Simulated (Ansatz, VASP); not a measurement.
# Two plane-wave programs on SnO2

The input POSCAR:

```
SnO2
1.0
    0.0000000000      2.4911580720      2.4911580720
    2.4911580720      0.0000000000      2.4911580720
    2.4911580720      2.4911580720      0.0000000000
Sn O
1 2
Direct
    0.0000000000      0.0000000000      0.0000000000
    0.2500000000      0.2500000000      0.2500000000
    0.7500000000      0.7500000000      0.7500000000
```

File INCAR.step1:

```
PREC = Accurate
ENCUT = 520
EDIFF = 1E-5
ISMEAR = 0
SIGMA = 0.01
LREAL = False
LASPH = True
NELM = 80
ALGO = Normal
ISIF = 2
LWAVE = True
GGA = PE
NBANDS = 20
```

Contents of INCAR.step2:

```
PREC = Accurate
ENCUT = 520
EDIFF = 1E-6
ISMEAR = 0
SIGMA = 0.01
LREAL = False
LASPH = True
NELM = 80
ALGO = Normal
ISIF = 2
LWAVE = False
LCHARG = True
GGA = PE
LHFCALC = True
HFSCREEN = 0.2079
PRECFOCK = Normal
LELF = True
LVHAR = True
ISTART = 1
NBANDS = 20
```

File KPOINTS:

```
Automatic mesh
0
Gamma
  6 6 6
```

Input for Ansatz:

```yaml
crystal:
  lattice:
    - [0.0, 2.491158072, 2.491158072]
    - [2.491158072, 0.0, 2.491158072]
    - [2.491158072, 2.491158072, 0.0]
  atoms:
    - { symbol: Sn, position: [0.0, 0.0, 0.0] }
    - { symbol: O, position: [0.25, 0.25, 0.25] }
    - { symbol: O, position: [0.75, 0.75, 0.75] }
kpoints:
  mp_grid: { grid: [6, 6, 6] }
  band_path:
    path:
      - [0.0, 0.0, 0.0]
      - [0.5, 0.0, 0.5]
      - [0.625, 0.25, 0.625]
      - [0.375, 0.375, 0.75]
      - [0.5, 0.5, 0.5]
      - [0.5, 0.25, 0.75]
    npoints: 1
hamiltonian:
  xc: hse06
scf:
  occupations: { method: fixed }
  n_extra_bands: 4
output:
  forces: true
  stress: true
  eigenvalues: true
```

Change from the starting cell: hydrostatic strain -1.7%.

Alike in both runs: task single point; functional HSE06; k mesh 6 × 6 × 6; no spin polarisation.

```csv
,VASP,Ansatz
version,VASP 6.6.1,Ansatz 0.2.0
potentials or method,"VASP PAW PBE potentials, release 64 (Sn_d, O)","plane waves, PAW"
plane-wave cutoff (eV),520,420
occupations,"gaussian, width 0.01 eV",fixed
valence electrons in the cell,26,26
```

```tsv
	VASP	Ansatz	Ansatz less VASP
gap on the k mesh at the Fermi level (eV)	2.29	2.31	+0.012
pressure (GPa)	11.2	10.2	-1.08
```

Ansatz's warnings: stress exchange threshold loose, stress scf threshold loose.
